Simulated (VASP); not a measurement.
Here is a VASP 6.6.1 calculation.

INCAR

```
SYSTEM = Bi4Se3
  PREC = Accurate
  ENCUT = 520
  EDIFF = 1E-6
  ISMEAR = 0
  SIGMA = 0.1
  LREAL = .False.
  LASPH = .True.
  NELM = 100
  ALGO = Normal
  ISIF = 2
  LWAVE = .False.
  LCHARG = .False.
  LDIPOL = .True.
  IDIPOL = 3
  DIPOL = 0.5 0.5 0.505
  GGA = PS
  NBANDS = 91
```

KPOINTS

```
Automatic mesh
0
Gamma
  9 9 1
  0 0 0
```

Contents of POSCAR:

```
Bi4Se3
1.0
    4.2615963392      0.0000000000      0.0000000000
   -2.1307981696      3.6906506904      0.0000000000
    0.0000000000      0.0000000000     38.9738550284
Bi Se
8 6
Direct
    0.0000000000      0.0000000000      0.1924366988
    0.6666666667      0.3333333333      0.2373675675
    0.0000000000      0.0000000000      0.3371217138
    0.3333333333      0.6666666667      0.4305974778
    0.6666666667      0.3333333333      0.5303516241
    0.3333333333      0.6666666667      0.5752824928
    0.6666666667      0.3333333333      0.6750366391
    0.0000000000      0.0000000000      0.7685124031
    0.3333333333      0.6666666667      0.2980708156
    0.6666666667      0.3333333333      0.3838595958
    0.0000000000      0.0000000000      0.4696483759
    0.0000000000      0.0000000000      0.6359857409
    0.3333333333      0.6666666667      0.7217745211
    0.6666666667      0.3333333333      0.8075633012
```

Potentials or basis: VASP PAW PBE potentials, release 64 (Bi_d, Se).

Run with:

```sh
$ cat potpaw_PBE.64/Bi_d/POTCAR potpaw_PBE.64/Se/POTCAR > POTCAR
$ mpirun -np 1 vasp_std > vasp.out
```

(1) Predict the largest force.

(2) What does it give for the band gap on the k mesh?

## Answers

(1) 0.412 eV/Å.

(2) zero (bands 78 and 79 overlap by 0.02 eV).

Caveat: the PAW data sets were made with another functional, which shifts forces and pressure a little; spin-orbit coupling is left out, which moves the levels of the heavy elements.
